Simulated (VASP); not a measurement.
A run of VASP 6.6.1 is set up as follows.

Contents of INCAR:

```
PREC = Accurate
ENCUT = 520
EDIFF = 1E-6
ISMEAR = -1
SIGMA = 0.05
LREAL = False
LASPH = True
NELM = 100
ALGO = Normal
ISIF = 2
LWAVE = False
LCHARG = False
NBANDS = 16
```

Contents of KPOINTS:

```
regular mesh
0
Gamma
  12 12 9
```

File POSCAR:

```
ZrB2
1.0
    3.1755148523      0.0000000000      0.0000000000
   -1.5877574262      2.7500765323      0.0000000000
    0.0000000000      0.0000000000      3.5316944381
Zr B
1 2
Direct
    0.0000000000      0.0000000000      0.0000000000
    0.3333333333      0.6666666667      0.5000000000
    0.6666666667      0.3333333333      0.5000000000
```

Potentials or basis: VASP PAW LDA potentials, release 64 (Zr_sv, B).

Launch:

```bash
$ cat potpaw_LDA.64/Zr_sv/POTCAR potpaw_LDA.64/B/POTCAR > POTCAR
$ mpirun -np 1 vasp_std > vasp.out
```

(1) Predict the pressure.

(2) Estimate the band gap on the k mesh.

Answers

(1) -9.1 GPa.

(2) zero (band 9 reaches 11.16 eV, above the bottom of band 10 at 9.90 eV).
